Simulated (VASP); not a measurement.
# BAs (F-43m) in VASP: a series of runs

The runs below take BAs through G0W0 quasiparticle levels, with PBE.

Everything below comes from runs of VASP 6.6.1. Logs are shortened: lines on timing, memory, paths and dates and some standing lists are left out, and cuts for length are marked.

### 1 The cell of the first run

Symmetry: F-43m, No. 216, cubic system. The conventional cell has a = 4.777 Å, b = 4.777 Å, c = 4.777 Å, α = 90.00°, β = 90.00°, γ = 90.00°. B (site symmetry -43m) has 4 As at 2.07 Å within 2.7 Å. Within 2.7 Å of As (site symmetry -43m) lie 4 B at 2.07 Å.

### 2 G0W0 quasiparticle levels, PBE

POSCAR reads:

```
BAs
1.0
    0.0000000000      2.3885000000      2.3885000000
    2.3885000000      0.0000000000      2.3885000000
    2.3885000000      2.3885000000      0.0000000000
B As
1 1
Direct
    0.0000000000      0.0000000000      0.0000000000
    0.2500000000      0.2500000000      0.2500000000
```

INCAR.step1 reads:

```
SYSTEM = BAs
  ALGO = Normal
  EDIFF = 1E-8
  ENCUT = 500
  GGA = PE
  ISMEAR = 0
  LASPH = .TRUE.
  LCHARG = .FALSE.
  LREAL = .FALSE.
  LWAVE = .TRUE.
  NELM = 60
  PREC = Accurate
  SIGMA = 0.01
```

INCAR.step2 reads:

```
SYSTEM = BAs
  ALGO = Exact
  EDIFF = 1E-8
  ENCUT = 500
  GGA = PE
  ISMEAR = 0
  ISTART = 1
  LASPH = .TRUE.
  LCHARG = .FALSE.
  LOPTICS = .TRUE.
  LREAL = .FALSE.
  LWAVE = .TRUE.
  NBANDS = 275
  NELM = 1
  PREC = Accurate
  SIGMA = 0.01
```

INCAR.step3 reads:

```
SYSTEM = BAs
  ALGO = EVGW0
  EDIFF = 1E-8
  ENCUT = 500
  ENCUTGW = 180.0
  GGA = PE
  ISMEAR = 0
  ISTART = 1
  LASPH = .TRUE.
  LCHARG = .FALSE.
  LREAL = .FALSE.
  LWAVE = .FALSE.
  NBANDS = 275
  NBANDSGW = 12
  NELMGW = 1
  NOMEGA = 48
  PREC = Accurate
  PRECFOCK = Fast
  SIGMA = 0.01
```

KPOINTS reads:

```
k-points
0
G
  2 2 2
  0 0 0
```

Potentials or basis: VASP PAW PBE potentials, release 64 (B_GW, As_GW).

Started as:

```console
$ cat potpaw_PBE.64/B_GW/POTCAR potpaw_PBE.64/As_GW/POTCAR > POTCAR
$ cp INCAR.step1 INCAR
$ mpirun -np 1 vasp_std > vasp.out
$ cp INCAR.step2 INCAR
$ mpirun -np 1 vasp_std > vasp.out
$ cp INCAR.step3 INCAR
$ mpirun -np 1 vasp_std > vasp.out
```

OUTCAR:

```text
SYSTEM = BAs
   EDIFF = 1E-8
   ENCUT = 500
   ENCUTGW = 180.0
   GGA = PE
   ISMEAR = 0
   ISTART = 1
   LASPH = .TRUE.
   LREAL = .FALSE.
   NELMGW = 1
   PREC = Accurate
   PRECFOCK = Fast

 ion  position               nearest neighbor table
   1  0.000  0.000  0.000-   2 2.07   2 2.07   2 2.07   2 2.07
   2  0.250  0.250  0.250-   1 2.07   1 2.07   1 2.07   1 2.07

  LATTYP: Found a face centered cubic cell.
 ALAT       =     4.7770000000

  Lattice vectors:

 A1 = (   0.0000000000,   2.3885000000,   2.3885000000)
 A2 = (   2.3885000000,   0.0000000000,   2.3885000000)
 A3 = (   2.3885000000,   2.3885000000,   0.0000000000)

Analysis of symmetry for initial positions (statically):
=====================================================================
 Subroutine PRICEL returns:
 Original cell was already a primitive cell.

 Routine SETGRP: Setting up the symmetry group for a
 face centered cubic supercell.

 Subroutine GETGRP returns: Found 24 space group operations
 (whereof 24 operations were pure point group operations)
 out of a pool of 48 trial point group operations.

The static configuration has the point symmetry T_d .

Analysis of symmetry for dynamics (positions and initial velocities):
=====================================================================
 Subroutine PRICEL returns:
 Original cell was already a primitive cell.

 Routine SETGRP: Setting up the symmetry group for a
 face centered cubic supercell.

 Subroutine GETGRP returns: Found 24 space group operations
 (whereof 24 operations were pure point group operations)
 out of a pool of 48 trial point group operations.

The dynamic configuration has the point symmetry T_d .

 Subroutine INISYM returns: Found 24 space group operations
 (whereof 24 operations are pure point group operations),
 and found     1 'primitive' translations
[... 66 lines left out ...]
   ICHARG =      0    charge: 1-file 2-atom 10-const
   ISPIN  =      1    spin polarized calculation?
   LNONCOLLINEAR =      F non collinear calculations
   LSORBIT =      F    spin-orbit coupling
   LASPH  =      T    aspherical Exc in radial PAW
   ENCUT  =  500.0 eV  36.75 Ry    6.06 a.u.   6.16  6.16  6.16*2*pi/ulx,y,z
   NELM   =     60;   NELMIN=  2; NELMDL=  0     # of ELM steps
   EDIFF  = 0.1E-07   stopping-criterion for ELM
   LREAL  =      F    real-space projection
   EDIFFG = 0.1E-06   stopping-criterion for IOM
   NSW    =      0    number of steps for IOM
   IBRION =     -1    ionic relax: 0-MD 1-quasi-New 2-CG
   NFREE  =      0    steps in history (QN), initial steepest desc. (CG)
   ISIF   =      0    stress and relaxation
   ISYM   =      3    0-nonsym 1-usesym 2-fastsym
   POTIM  = 0.5000    time-step for ionic-motion
   TEBEG  =    0.0;   TEEND  =   0.0 temperature during run
   PSTRESS=    0.0 pullay stress
   NELECT =       8.0000    total number of electrons
   NUPDOWN=      -1.0000    fix difference up-down
   EMIN   =  10.00;   EMAX   =-10.00  energy-range for DOS
   EFERMI =   0.00;   METHOD = LEGACY
   ISMEAR =     0;   SIGMA  =   0.01  broadening in eV -4-tet -1-fermi 0-gaus
   EFERMI_NEDOS =   21; number of points for ismear=-14 and -15
   IALGO  =     38    algorithm
   IMIX   =      4    mixing-type and parameters
     AMIX     =   0.40;   BMIX     =  1.00
     AMIX_MAG =   1.60;   BMIX_MAG =  1.00
  volume/ion in A,a.u.               =      13.63        91.95
  Fermi-wavevector in a.u.,A,eV,Ry     =   1.088018  2.056057 16.106360  1.183784
  Thomas-Fermi vector in A             =   2.224191
   LORBIT       =      0    0 simple, 1 ext, 2 COOP (PROOUT), +10 PAW based schemes
   GGA     = PE    functional components
   LHFCALC =     T    Hartree Fock is set to
   PRECFOCK=fast      Normal, Fast or Accurate (Low or Medium for compatibility)
   ENCUT4O =  -1.0   cutoff for four orbital integrals eV
   NKREDX  =     1    reduce k-point grid by
   NKREDY  =     1    reduce k-point grid by
   NKREDZ  =     1    reduce k-point grid by
   AEXX    =    1.0000 exact exchange contribution
   HFSCREEN=    0.0000 screening length (either q_TF or 0.3 A-1)
   HFSCREENC=   0.0000 screening length for correlation (either q_TF or 0.3 A-1)
   ENCUTFOCK=  -1.0 apply spherical cutoff to Coloumb kernel
   IVDW    =     0    specifies the selected vdW correction
   LEPSILON=     F    determine dielectric tensor
   LRPA    =     F    only Hartree local field effects (RPA)
   LRPAFORCE           =     F    calculate RPA forces
   ENCUTGW             = 180.0    cutoff for response function in eV
   ENCUTGWSOFT         = 144.0    soft cutoff for Coulomb kernel in GW response function in eV
   ENCUTLF             =  -1.0    cutoff for local field effects
   NELMGW              =     1    number of iterations in solving QP/BSE equation
   NELMHF              =     1    number of iterations in the inner HF iteration
   NKREDLFX            =     1    NKREDLFY  =   1   NKREDLFZ  =   1
 non-spin polarized calculation
 Gauss-broadening in eV      SIGMA  =   0.01
  energy-cutoff  :      500.00
  volume of cell :       27.25
 maximum number of plane-waves:       701
 NGX is ok and might be reduce to    28
  NGX = 14; NGY = 14; NGZ = 14
   NGX = 13   NGY = 13   NGZ = 13
 maximum number of plane-waves:       169

 QP shifts <psi_nk| G(iteration)W_0 |psi_nk>: iteration 1
 for sc-GW calculations column KS-energies equals QP-energies in previous step
 and V_xc(KS)=  KS-energies - (<T + V_ion + V_H > + <T+V_H+V_ion>^1  + <V_x>^1)

 k-point   1 :       0.0000    0.0000    0.0000
  band No.  KS-energies  QP-energies   sigma(KS)   V_xc(KS)     V^pw_x(r,r')   Z            occupation Imag(sigma)

      1      -9.0114     -10.0129     -12.9704     -11.6137     -19.3632       0.7381       2.0000       1.0656
      2       6.4980       5.7319     -13.6245     -12.6621     -15.8180       0.7960       2.0000       0.0810
      3       6.4980       5.7319     -13.6245     -12.6621     -15.8180       0.7960       2.0000       0.0810
      4       6.4980       5.7319     -13.6245     -12.6621     -15.8180       0.7960       2.0000       0.0810
      5       9.6376       9.7605     -11.1705     -11.3295      -5.7515       0.7727       0.0000      -0.0978
      6       9.6376       9.7605     -11.1705     -11.3295      -5.7515       0.7727       0.0000      -0.0978
      7       9.6376       9.7605     -11.1705     -11.3295      -5.7515       0.7727       0.0000      -0.0978
      8      11.1849      11.4931     -12.1503     -12.5656      -5.5739       0.7422       0.0000      -0.2775
      9      16.0000      15.6012      -9.0357      -8.5570      -2.7113       0.8330       0.0000      -0.3640
     10      19.2405      19.1158     -10.5332     -10.3739      -4.2080       0.7822       0.0000      -0.2536
     11      19.2405      19.1158     -10.5332     -10.3739      -4.2080       0.7822       0.0000      -0.2536
     12      20.6419      20.2465      -9.2637      -8.7688      -2.2548       0.7990       0.0000      -0.6240
[... 20 lines left out ...]
      1      -4.8078      -5.5759     -13.2440     -12.2619     -18.2222       0.7821       2.0000       0.6928
      2      -2.0929      -3.1784     -13.2174     -11.8114     -17.1612       0.7720       2.0000       0.4993
      3       2.3342       1.5991     -12.7699     -11.8285     -15.6872       0.7809       2.0000       0.1892
      4       2.3342       1.5991     -12.7699     -11.8285     -15.6872       0.7809       2.0000       0.1892
      5       7.7806       7.5014     -10.2442      -9.8948      -4.9697       0.7988       0.0000      -0.1215
      6       7.8144       7.6467      -9.9946      -9.7859      -4.7002       0.8030       0.0000      -0.1118
      7      17.8486      18.3149     -11.7164     -12.3105      -4.6226       0.7848       0.0000      -0.5127
      8      17.8486      18.3149     -11.7164     -12.3105      -4.6226       0.7848       0.0000      -0.5127
      9      19.4361      19.7849     -11.1941     -11.6419      -4.0465       0.7791       0.0000      -0.5100
     10      23.7021      23.7332     -11.2542     -11.2959      -3.5950       0.7473       0.0000      -0.8252
     11      24.2029      24.1332     -10.6819     -10.5925      -4.0140       0.7791       0.0000      -0.5320
     12      24.2029      24.1332     -10.6819     -10.5925      -4.0140       0.7791       0.0000      -0.5320
```

OUTCAR.step1:

```text
SYSTEM = BAs
   EDIFF = 1E-8
   ENCUT = 500
   GGA = PE
   ISMEAR = 0
   LASPH = .TRUE.
   LREAL = .FALSE.
[... 230 lines left out ...]
      0.00000      0.00000      0.00000        -0.000000      0.000000     -0.000000
      1.19425      1.19425      1.19425         0.000000     -0.000000      0.000000
 -----------------------------------------------------------------------------------
    total drift:                               -0.000000     -0.000000     -0.000000

  FREE ENERGIE OF THE ION-ELECTRON SYSTEM (eV)
  ---------------------------------------------------
  free  energy   TOTEN  =        -8.5163094792 eV

  energy  without entropy=       -8.5163094792  energy(sigma->0) =       -8.51630948
```

Wall time 15 s (1 thread of Intel Xeon Platinum 8559C (Emerald Rapids), shared host); peak memory 0.19 GiB.

Results:

- Band gap on the k mesh, mean-field level: 1.28 eV, indirect (least direct gap 3.14 eV)
- Quasiparticle gap: 1.77 eV
- Least direct quasiparticle gap: 4.03 eV

Caveat: the k points lie up to 1.14 Å⁻¹ apart; bands, screening cutoff and mesh are small and nothing is extrapolated, so the quasiparticle values aren't converged. A k mesh can miss the band edges.

### 3 G0W0 quasiparticle levels, PBE

POSCAR is that of step 2.

INCAR.step1 reads:

```
SYSTEM = BAs
ALGO = Normal ; EDIFF = 1E-8
ENCUT = 500 ; GGA = PE
ISMEAR = 0 ; LASPH = .True.
LCHARG = .False. ; LREAL = .False.
LWAVE = .True. ; NELM = 80
PREC = Accurate ; SIGMA = 0.01
```

INCAR.step2 reads:

```
SYSTEM = BAs
ALGO = Exact ; EDIFF = 1E-8
ENCUT = 500 ; GGA = PE
ISMEAR = 0 ; ISTART = 1
LASPH = .True. ; LCHARG = .False.
LOPTICS = .True. ; LREAL = .False.
LWAVE = .True. ; NBANDS = 533
NELM = 1 ; PREC = Accurate
SIGMA = 0.01
```

INCAR.step3 reads:

```
SYSTEM = BAs
ALGO = EVGW0 ; EDIFF = 1E-8
ENCUT = 500 ; ENCUTGW = 200
GGA = PE ; ISMEAR = 0
ISTART = 1 ; LASPH = .True.
LCHARG = .False. ; LREAL = .False.
LWAVE = .False. ; NBANDS = 533
NBANDSGW = 12 ; NELMGW = 1
NOMEGA = 48 ; PREC = Accurate
PRECFOCK = Fast ; SIGMA = 0.01
```

KPOINTS reads:

```
k-points
0
Gamma
  2 2 2
  0 0 0
```

Potentials or basis: VASP PAW PBE potentials, release 64 (B_GW, As_GW).

Started as:

```console
$ cat potpaw_PBE.64/B_GW/POTCAR potpaw_PBE.64/As_GW/POTCAR > POTCAR
$ cp INCAR.step1 INCAR
$ mpirun -np 1 vasp_std > vasp.out
$ cp INCAR.step2 INCAR
$ mpirun -np 1 vasp_std > vasp.out
$ cp INCAR.step3 INCAR
$ mpirun -np 1 vasp_std > vasp.out
```

OUTCAR:

```text
SYSTEM = BAs
   EDIFF = 1E-8
   ENCUT = 500
   ENCUTGW = 200
   GGA = PE
   ISMEAR = 0
   ISTART = 1
   LASPH = .True.
   LREAL = .False.
   NELMGW = 1
   PREC = Accurate
   PRECFOCK = Fast

 ion  position               nearest neighbor table
   1  0.000  0.000  0.000-   2 2.07   2 2.07   2 2.07   2 2.07
   2  0.250  0.250  0.250-   1 2.07   1 2.07   1 2.07   1 2.07

  LATTYP: Found a face centered cubic cell.
 ALAT       =     4.7770000000

  Lattice vectors:

 A1 = (   0.0000000000,   2.3885000000,   2.3885000000)
 A2 = (   2.3885000000,   0.0000000000,   2.3885000000)
 A3 = (   2.3885000000,   2.3885000000,   0.0000000000)

Analysis of symmetry for initial positions (statically):
=====================================================================
[... 144 lines left out ...]
   ENCUTLF             =  -1.0    cutoff for local field effects
   NELMGW              =     1    number of iterations in solving QP/BSE equation
   NELMHF              =     1    number of iterations in the inner HF iteration
   NKREDLFX            =     1    NKREDLFY  =   1   NKREDLFZ  =   1
 non-spin polarized calculation
 Gauss-broadening in eV      SIGMA  =   0.01
  energy-cutoff  :      500.00
  volume of cell :       27.25
 maximum number of plane-waves:       701
 NGX is ok and might be reduce to    28
  NGX = 14; NGY = 14; NGZ = 14
   NGX = 13   NGY = 13   NGZ = 13
 maximum number of plane-waves:       190

 QP shifts <psi_nk| G(iteration)W_0 |psi_nk>: iteration 1
 for sc-GW calculations column KS-energies equals QP-energies in previous step
 and V_xc(KS)=  KS-energies - (<T + V_ion + V_H > + <T+V_H+V_ion>^1  + <V_x>^1)

 k-point   1 :       0.0000    0.0000    0.0000
  band No.  KS-energies  QP-energies   sigma(KS)   V_xc(KS)     V^pw_x(r,r')   Z            occupation Imag(sigma)

      1      -9.0114     -10.0168     -13.0115     -11.6137     -19.3632       0.7192       2.0000       1.0481
      2       6.4980       5.6870     -13.6771     -12.6621     -15.8180       0.7989       2.0000       0.0899
      3       6.4980       5.6870     -13.6771     -12.6621     -15.8180       0.7989       2.0000       0.0899
      4       6.4980       5.6870     -13.6771     -12.6621     -15.8180       0.7989       2.0000       0.0899
      5       9.6376       9.7258     -11.2161     -11.3295      -5.7515       0.7771       0.0000      -0.0618
      6       9.6376       9.7258     -11.2161     -11.3295      -5.7515       0.7771       0.0000      -0.0618
      7       9.6376       9.7258     -11.2161     -11.3295      -5.7515       0.7771       0.0000      -0.0618
      8      11.1849      11.4417     -12.2223     -12.5656      -5.5739       0.7481       0.0000      -0.2381
      9      16.0000      15.5787      -9.0603      -8.5570      -2.7113       0.8372       0.0000      -0.3310
     10      19.2405      19.0856     -10.5710     -10.3739      -4.2080       0.7858       0.0000      -0.2336
     11      19.2405      19.0856     -10.5710     -10.3739      -4.2080       0.7858       0.0000      -0.2336
     12      20.6419      20.2358      -9.2744      -8.7688      -2.2548       0.8034       0.0000      -0.5972
[... 20 lines left out ...]
      1      -4.8078      -5.6335     -13.3061     -12.2619     -18.2222       0.7907       2.0000       0.6844
      2      -2.0929      -3.2225     -13.2635     -11.8114     -17.1612       0.7778       2.0000       0.4993
      3       2.3342       1.5542     -12.8257     -11.8285     -15.6872       0.7823       2.0000       0.1980
      4       2.3342       1.5542     -12.8257     -11.8285     -15.6872       0.7823       2.0000       0.1980
      5       7.7806       7.4725     -10.2796      -9.8948      -4.9697       0.8005       0.0000      -0.0942
      6       7.8144       7.6180     -10.0298      -9.7859      -4.7002       0.8051       0.0000      -0.0881
      7      17.8486      18.2633     -11.7869     -12.3105      -4.6226       0.7919       0.0000      -0.4892
      8      17.8486      18.2633     -11.7869     -12.3105      -4.6226       0.7919       0.0000      -0.4892
      9      19.4361      19.7449     -11.2525     -11.6419      -4.0465       0.7929       0.0000      -0.4858
     10      23.7021      23.6942     -11.3066     -11.2959      -3.5950       0.7433       0.0000      -0.7834
     11      24.2029      24.0984     -10.7265     -10.5925      -4.0140       0.7799       0.0000      -0.4980
     12      24.2029      24.0984     -10.7265     -10.5925      -4.0140       0.7799       0.0000      -0.4980
```

Wall time 32 s (1 thread of Intel Xeon 8259CL, shared host); peak memory 0.23 GiB.

Results:

* Band gap on the k mesh, mean-field level: 1.28 eV, indirect (least direct gap 3.14 eV)
* Quasiparticle gap: 1.79 eV
* Least direct quasiparticle gap: 4.04 eV

Caveat: the k points lie up to 1.14 Å⁻¹ apart; bands, screening cutoff and mesh are small and nothing is extrapolated, so the quasiparticle values aren't converged. A k mesh can miss the band edges.

(Continued in part 2 of 2.)
